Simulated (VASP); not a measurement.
# AgI (P6_3mc) in VASP: a series of runs

The runs below take AgI through single point, with r2SCAN.

Program: VASP 6.6.1. These are calculated values, not measurements. Logs are shortened: lines on timing, memory, paths and dates and some standing lists are left out, and cuts for length are marked.

### Step 1. The cell of the first run

It takes space group P6_3mc (No. 186, hexagonal). The conventional cell has a = 4.557 Å, b = 4.557 Å, c = 7.690 Å, α = 90.00°, β = 90.00°, γ = 120.00°. Within 3.7 Å of Ag (site symmetry 3m) lie 4 I at 2.80 to 2.88 Å. I (site symmetry 3m) has 4 Ag at 2.80 to 2.88 Å within 3.7 Å.

### Step 2. Single point, r2SCAN (in-plane strain -0.02)

Input file POSCAR:

```
AgI
1.0
    4.5565788914      0.0000000000      0.0000000000
   -2.2782894457      3.9461130743      0.0000000000
    0.0000000000      0.0000000000      7.6895464728
Ag I
2 2
Direct
    0.6666666667      0.3333333333      0.6275119056
    0.3333333333      0.6666666667      0.1275119056
    0.6666666667      0.3333333333      0.0024880944
    0.3333333333      0.6666666667      0.5024880944
```

Input file INCAR.step1:

```
ALGO = Normal
EDIFF = 1E-5
ENCUT = 550
GGA = PE
GGA_COMPAT = False
ISMEAR = 0
LASPH = True
LCHARG = False
LREAL = False
LWAVE = True
NBANDS = 26
NELM = 120
PREC = Accurate
SIGMA = 0.01
```

Input file INCAR.step2:

```
ALGO = Normal
EDIFF = 1E-6
ENCUT = 550
GGA_COMPAT = False
ISIF = 2
ISMEAR = 0
ISTART = 1
LASPH = True
LCHARG = False
LMIXTAU = True
LREAL = False
LWAVE = False
METAGGA = R2SCAN
NBANDS = 26
NELM = 120
PREC = Accurate
SIGMA = 0.01
```

Input file KPOINTS:

```
k-points
0
Gamma
  6 6 4
```

Potentials or basis: VASP PAW PBE potentials, release 64 (Ag, I).

The run is started by

```bash
$ cat potpaw_PBE.64/Ag/POTCAR potpaw_PBE.64/I/POTCAR > POTCAR
$ cp INCAR.step1 INCAR
$ mpirun -np 1 vasp_std > vasp.out
$ cp INCAR.step2 INCAR
$ mpirun -np 1 vasp_std > vasp.out
```

OUTCAR:

```text
EDIFF = 1E-6
   ENCUT = 550
   ISIF = 2
   ISMEAR = 0
   ISTART = 1
   LASPH = True
   LREAL = False
   METAGGA = R2SCAN
   NELM = 120
   PREC = Accurate

 ion  position               nearest neighbor table
   1  0.667  0.333  0.628-   4 2.80   4 2.80   4 2.80   3 2.88
   2  0.333  0.667  0.128-   3 2.80   3 2.80   3 2.80   4 2.88
   3  0.667  0.333  0.002-   2 2.80   2 2.80   2 2.80   1 2.88
   4  0.333  0.667  0.502-   1 2.80   1 2.80   1 2.80   2 2.88

  LATTYP: Found a hexagonal cell.
 ALAT       =     4.5565788914
 C/A-ratio  =     1.6875701389

  Lattice vectors:

 A1 = (   4.5565788914,   0.0000000000,   0.0000000000)
 A2 = (  -2.2782894457,   3.9461130743,   0.0000000000)
 A3 = (   0.0000000000,   0.0000000000,   7.6895464728)

Analysis of symmetry for initial positions (statically):
=====================================================================
 Subroutine PRICEL returns:
 Original cell was already a primitive cell.

 Routine SETGRP: Setting up the symmetry group for a
 hexagonal supercell.

 Subroutine GETGRP returns: Found 12 space group operations
 (whereof  6 operations were pure point group operations)
 out of a pool of 24 trial point group operations.

The static configuration has the point symmetry C_3v.
 The point group associated with its full space group is C_6v.

Analysis of symmetry for dynamics (positions and initial velocities):
=====================================================================
 Subroutine PRICEL returns:
 Original cell was already a primitive cell.

 Routine SETGRP: Setting up the symmetry group for a
 hexagonal supercell.

 Subroutine GETGRP returns: Found 12 space group operations
 (whereof  6 operations were pure point group operations)
 out of a pool of 24 trial point group operations.

The dynamic configuration has the point symmetry C_3v.
 The point group associated with its full space group is C_6v.

 Subroutine INISYM returns: Found 12 space group operations
 (whereof  6 operations are pure point group operations),
 and found     1 'primitive' translations

----------------------------------------------------------------------------------------

                                     Primitive cell

  volume of cell :     138.2640

  direct lattice vectors                    reciprocal lattice vectors
     4.556578891  0.000000000  0.000000000     0.219462896  0.126706962  0.000000000
    -2.278289446  3.946113074  0.000000000     0.000000000  0.253413924  0.000000000
     0.000000000  0.000000000  7.689546473     0.000000000  0.000000000  0.130046681

  length of vectors
     4.556578891  4.556578891  7.689546473     0.253413924  0.253413924  0.130046681

  position of ions in fractional coordinates (direct lattice)
     0.666666667  0.333333333  0.627511906
     0.333333333  0.666666667  0.127511906
     0.666666667  0.333333333  0.002488094
     0.333333333  0.666666667  0.502488094

  ion indices of the primitive-cell ions
   primitive index   ion index
                 1           1
                 2           2
                 3           3
                 4           4

----------------------------------------------------------------------------------------

 KPOINTS: k-points

Automatic generation of k-mesh.
 Grid dimensions read from file:
 generate k-points for:    6    6    4

 Generating k-lattice:

  Cartesian coordinates                     Fractional coordinates (reciprocal lattice)
     0.036577149  0.021117827  0.000000000     0.166666667  0.000000000  0.000000000
     0.000000000  0.042235654  0.000000000     0.000000000  0.166666667  0.000000000
     0.000000000  0.000000000  0.032511670     0.000000000  0.000000000  0.250000000

  Length of vectors
     0.042235654  0.042235654  0.032511670

  Shift w.r.t. Gamma in fractional coordinates (k-lattice)
     0.000000000  0.000000000  0.000000000

 Subroutine IBZKPT returns following result:
 ===========================================

 Found     21 irreducible k-points:

 Following reciprocal coordinates:
            Coordinates               Weight
  0.000000  0.000000  0.000000      1.000000
  0.166667  0.000000  0.000000      6.000000
  0.333333  0.000000  0.000000      6.000000
  0.500000  0.000000  0.000000      3.000000
  0.166667  0.166667  0.000000      6.000000
  0.333333  0.166667  0.000000     12.000000
[... 13 lines left out ...]
  0.333333  0.166667  0.500000     12.000000
  0.333333  0.333333  0.500000      2.000000
   k-points           NKPTS =     21   k-points in BZ     NKDIM =     21   number of bands    NBANDS=     26
   number of dos      NEDOS =    301   number of ions     NIONS =      4
   total plane-waves  NPLWV =  77760
   dimension x,y,z NGX =    36 NGY =   36 NGZ =   60
   dimension x,y,z NGXF=    72 NGYF=   72 NGZF=  120
   ions per type =               2   2
   NGX,Y,Z   is equivalent  to a cutoff of  13.13, 13.13, 12.97 a.u.
   NGXF,Y,Z  is equivalent  to a cutoff of  26.27, 26.27, 25.94 a.u.
 SYSTEM =  unknown system
   PREC   = accura    normal or accurate (medium, high low for compatibility)
   ISTART =      1    job   : 0-new  1-cont  2-samecut
   ICHARG =      0    charge: 1-file 2-atom 10-const
   ISPIN  =      1    spin polarized calculation?
   LNONCOLLINEAR =      F non collinear calculations
   LSORBIT =      F    spin-orbit coupling
   LASPH  =      T    aspherical Exc in radial PAW
   ENCUT  =  550.0 eV  40.42 Ry    6.36 a.u.   8.71  8.71 14.70*2*pi/ulx,y,z
   NELM   =    120;   NELMIN=  2; NELMDL=  0     # of ELM steps
   EDIFF  = 0.1E-05   stopping-criterion for ELM
   LREAL  =      F    real-space projection
   EDIFFG = 0.1E-04   stopping-criterion for IOM
   NSW    =      0    number of steps for IOM
   IBRION =     -1    ionic relax: 0-MD 1-quasi-New 2-CG
   NFREE  =      0    steps in history (QN), initial steepest desc. (CG)
   ISIF   =      2    stress and relaxation
   ISYM   =      2    0-nonsym 1-usesym 2-fastsym
   POTIM  = 0.5000    time-step for ionic-motion
   TEBEG  =    0.0;   TEEND  =   0.0 temperature during run
   PSTRESS=    0.0 pullay stress
   NELECT =      36.0000    total number of electrons
   NUPDOWN=      -1.0000    fix difference up-down
   EMIN   =  10.00;   EMAX   =-10.00  energy-range for DOS
   EFERMI =   0.00;   METHOD = LEGACY
   ISMEAR =     0;   SIGMA  =   0.01  broadening in eV -4-tet -1-fermi 0-gaus
   EFERMI_NEDOS =   21; number of points for ismear=-14 and -15
   IALGO  =     38    algorithm
   IMIX   =      4    mixing-type and parameters
     AMIX     =   0.40;   BMIX     =  1.00
     AMIX_MAG =   1.60;   BMIX_MAG =  1.00
  volume/ion in A,a.u.               =      34.57       233.26
  Fermi-wavevector in a.u.,A,eV,Ry     =   1.045376  1.975475 14.868602  1.092811
  Thomas-Fermi vector in A             =   2.180169
   LORBIT       =      0    0 simple, 1 ext, 2 COOP (PROOUT), +10 PAW based schemes
   METAGGA = R2SCAN    functional components
   LHFCALC =     F    Hartree Fock is set to
   AEXX    =    0.0000 exact exchange contribution
   IVDW    =     0    specifies the selected vdW correction
   LEPSILON=     F    determine dielectric tensor
   LRPA    =     F    only Hartree local field effects (RPA)
 non-spin polarized calculation
 Gauss-broadening in eV      SIGMA  =   0.01
  energy-cutoff  :      550.00
  volume of cell :      138.26
 maximum number of plane-waves:      4080
 NGX is ok and might be reduce to    36
   NGX = 17   NGY = 17   NGZ = 29

 number of electron      36.0000001 magnetization

 Free energy of the ion-electron system (eV)
  ---------------------------------------------------
  ext. energy  EPLUGINS =         0.00000000
  ---------------------------------------------------
  free energy    TOTEN  =       -93.02832421 eV

  energy without entropy =      -93.02832421  energy(sigma->0) =      -93.02832421

 E-fermi :   2.8822     XC(G=0):  -8.8940

 val. band max:        2.8101231224   @ k =   0.0000   0.0000   0.0000
 cond. band min:       4.5954347520   @ k =   0.0000   0.0000   0.0000
 fundamental gap:      1.7853116297
 Fermi energy:         2.8822329084

 k-point     1 :       0.0000    0.0000    0.0000
  band No.  band energies     occupation
      1     -10.3883      2.00000
      2     -10.1180      2.00000
      3      -1.5070      2.00000
      4      -1.5070      2.00000
      5      -1.4634      2.00000
      6      -1.3865      2.00000
[... 18 lines left out ...]
     25       9.9798      0.00000
     26      10.2590      0.00000

 k-point     2 :       0.1667    0.0000    0.0000
  band No.  band energies     occupation
      1     -10.3216      2.00000
      2     -10.0809      2.00000
      3      -1.5587      2.00000
      4      -1.4591      2.00000
      5      -1.4298      2.00000
      6      -1.3660      2.00000
[... 18 lines left out ...]
     25       9.9357      0.00000
     26      10.5351      0.00000

 k-point     3 :       0.3333    0.0000    0.0000
  band No.  band energies     occupation
      1     -10.1737      2.00000
      2     -10.0140      2.00000
      3      -1.6254      2.00000
      4      -1.4632      2.00000
      5      -1.3684      2.00000
      6      -1.2117      2.00000
[... 18 lines left out ...]
     25      10.4427      0.00000
     26      11.1961      0.00000

 k-point     4 :       0.5000    0.0000    0.0000
  band No.  band energies     occupation
      1     -10.0832      2.00000
      2      -9.9934      2.00000
      3      -1.6031      2.00000
      4      -1.5084      2.00000
      5      -1.3276      2.00000
      6      -1.1000      2.00000
[... 18 lines left out ...]
     25      10.5993      0.00000
     26      12.4296      0.00000
[... 409 lines left out ...]
      1     -10.1218      2.00000
      2     -10.1218      2.00000
      3      -1.6034      2.00000
      4      -1.6034      2.00000
      5      -1.3449      2.00000
      6      -1.3449      2.00000
[... 18 lines left out ...]
     25      10.3531      0.00000
     26      10.3531      0.00000

 k-point    20 :       0.3333    0.1667    0.5000
  band No.  band energies     occupation
      1     -10.0376      2.00000
      2     -10.0376      2.00000
      3      -1.5817      2.00000
      4      -1.5817      2.00000
      5      -1.2677      2.00000
      6      -1.2677      2.00000
[... 18 lines left out ...]
     25      10.8088      0.00000
     26      10.8088      0.00000

 k-point    21 :       0.3333    0.3333    0.5000
  band No.  band energies     occupation
      1     -10.0094      2.00000
      2     -10.0094      2.00000
      3      -1.4173      2.00000
      4      -1.4173      2.00000
      5      -1.3590      2.00000
      6      -1.3590      2.00000
[... 18 lines left out ...]
     25      11.3911      0.00000
     26      11.3911      0.00000

------------------------ aborting loop because EDIFF is reached ----------------------------------------

  FORCE on cell =-STRESS in cart. coord.  units (eV):
  Direction    XX          YY          ZZ          XY          YZ          ZX
  --------------------------------------------------------------------------------------
  -------------------------------------------------------------------------------------
  Total        1.1840365      1.1840365     -0.1916675      0.0000000      0.0000000     -0.0000000
  in kB       13.7203928     13.7203928     -2.2210069      0.0000000      0.0000000     -0.0000000
  external PRESSURE =       8.4065929 kB  Pullay stress =       0.0000000 kB

 VOLUME and BASIS-vectors are now :
 -----------------------------------------------------------------------------
  energy-cutoff  :      550.00
  volume of cell :      138.26
      direct lattice vectors                 reciprocal lattice vectors
     4.556578891  0.000000000  0.000000000     0.219462896  0.126706962  0.000000000
    -2.278289446  3.946113074  0.000000000     0.000000000  0.253413924  0.000000000
     0.000000000  0.000000000  7.689546473     0.000000000  0.000000000  0.130046681

 POSITION                                       TOTAL-FORCE (eV/Angst)
 -----------------------------------------------------------------------------------
      2.27829      1.31537      4.82528         0.000000     -0.000000      0.147127
     -0.00000      2.63074      0.98051        -0.000000      0.000000      0.147127
      2.27829      1.31537      0.01913        -0.000000      0.000000     -0.147127
     -0.00000      2.63074      3.86391         0.000000     -0.000000     -0.147127
 -----------------------------------------------------------------------------------
    total drift:                               -0.000000      0.000000     -0.004116

  FREE ENERGIE OF THE ION-ELECTRON SYSTEM (eV)
  ---------------------------------------------------
  free  energy   TOTEN  =       -93.0283242111 eV

  energy  without entropy=      -93.0283242111  energy(sigma->0) =      -93.02832421
```

Wall time 9.4 min (1 thread of Intel Xeon 8259CL, shared host); peak memory 0.33 GiB.

What came out:

| Property | Result |
| --- | --- |
| Free energy | -93.0283 eV |
| Pressure | 0.8 GPa |
| Largest force | 0.147 eV/Å |
| Band gap on the k mesh | 1.79 eV |

Forces on the atoms (eV/Å):
```
Ag   0.000  0.000  0.147
Ag   0.000  0.000  0.147
I    0.000  0.000 -0.147
I    0.000  0.000 -0.147
```

Caveat: the cell differs from its parent crystal (in-plane strain -0.02); the PAW data sets were made with another functional, which shifts forces and pressure a little; spin-orbit coupling is left out, which moves the levels of the heavy elements.

### Step 3. Single point, r2SCAN (in-plane strain -0.02, then relaxed in part)

Input file POSCAR:

```
AgI
1.0
    4.5565788914      0.0000000000      0.0000000000
   -2.2782894457      3.9461130743      0.0000000000
    0.0000000000      0.0000000000      7.7807978804
Ag I
2 2
Direct
    0.6666666667      0.3333333333      0.6336240970
    0.3333333333      0.6666666667      0.1336240970
    0.6666666667      0.3333333333     -0.0036240970
    0.3333333333      0.6666666667      0.4963759030
```

Input file INCAR.step1:

```
PREC = Accurate
ENCUT = 550
ISMEAR = 0
SIGMA = 0.01
LREAL = F
LASPH = T
NELM = 120
NBANDS = 26
GGA = PE
ALGO = Normal
EDIFF = 1E-5
LWAVE = T
LCHARG = F
GGA_COMPAT = F
```

Input file INCAR.step2:

```
PREC = Accurate
ENCUT = 550
EDIFF = 1E-6
ISMEAR = 0
SIGMA = 0.01
LREAL = F
LASPH = T
NELM = 120
ALGO = Normal
ISIF = 2
LWAVE = F
LCHARG = F
METAGGA = R2SCAN
LMIXTAU = T
NBANDS = 26
ISTART = 1
GGA_COMPAT = F
```

Input file KPOINTS:

```
regular mesh
0
Gamma
  6 6 4
```

Potentials or basis: VASP PAW PBE potentials, release 64 (Ag, I).

The run is started by

```bash
$ cat potpaw_PBE.64/Ag/POTCAR potpaw_PBE.64/I/POTCAR > POTCAR
$ cp INCAR.step1 INCAR
$ mpirun -np 1 vasp_std > vasp.out
$ cp INCAR.step2 INCAR
$ mpirun -np 1 vasp_std > vasp.out
```

OUTCAR:

```text
PREC = Accurate
   ENCUT = 550
   EDIFF = 1E-6
   ISMEAR = 0
   LREAL = F
   LASPH = T
   NELM = 120
   ISIF = 2
   METAGGA = R2SCAN
   ISTART = 1

 ion  position               nearest neighbor table
   1  0.667  0.333  0.634-   3 2.82   4 2.84   4 2.84   4 2.84
   2  0.333  0.667  0.134-   4 2.82   3 2.84   3 2.84   3 2.84
   3  0.667  0.333  0.996-   1 2.82   2 2.84   2 2.84   2 2.84
   4  0.333  0.667  0.496-   2 2.82   1 2.84   1 2.84   1 2.84

  LATTYP: Found a hexagonal cell.
[... 805 lines left out ...]
  Direction    XX          YY          ZZ          XY          YZ          ZX
  --------------------------------------------------------------------------------------
  -------------------------------------------------------------------------------------
  Total        0.4828956      0.4828956     -0.1062679      0.0000000      0.0000000      0.0000000
  in kB        5.5300783      5.5300783     -1.2169702      0.0000000      0.0000000      0.0000000
  external PRESSURE =       3.2810622 kB  Pullay stress =       0.0000000 kB

 VOLUME and BASIS-vectors are now :
 -----------------------------------------------------------------------------
  energy-cutoff  :      550.00
  volume of cell :      139.90
      direct lattice vectors                 reciprocal lattice vectors
     4.556578891  0.000000000  0.000000000     0.219462896  0.126706962  0.000000000
    -2.278289446  3.946113074  0.000000000     0.000000000  0.253413924  0.000000000
     0.000000000  0.000000000  7.780797880     0.000000000  0.000000000  0.128521524

 POSITION                                       TOTAL-FORCE (eV/Angst)
 -----------------------------------------------------------------------------------
      2.27829      1.31537      4.93010        -0.000000      0.000000      0.000808
     -0.00000      2.63074      1.03970         0.000000     -0.000000      0.000808
      2.27829      1.31537      7.75260         0.000000      0.000000     -0.000808
     -0.00000      2.63074      3.86220        -0.000000      0.000000     -0.000808
 -----------------------------------------------------------------------------------
    total drift:                               -0.000000      0.000000     -0.002408

  FREE ENERGIE OF THE ION-ELECTRON SYSTEM (eV)
  ---------------------------------------------------
  free  energy   TOTEN  =       -93.0414185666 eV

  energy  without entropy=      -93.0414185666  energy(sigma->0) =      -93.04141857
```

Wall time 9.7 min (1 thread of Intel Xeon 8259CL, shared host); peak memory 0.33 GiB.

Results:

| Item | Value |
| --- | --- |
| Free energy | -93.0414 eV |
| Pressure | 0.3 GPa |
| Band gap on the k mesh | 1.79 eV |

Caveat: the cell differs from its parent crystal (in-plane strain -0.02, then relaxed in part); the PAW data sets were made with another functional, which shifts forces and pressure a little; spin-orbit coupling is left out, which moves the levels of the heavy elements.

(Part 1 of 2 ends here.)
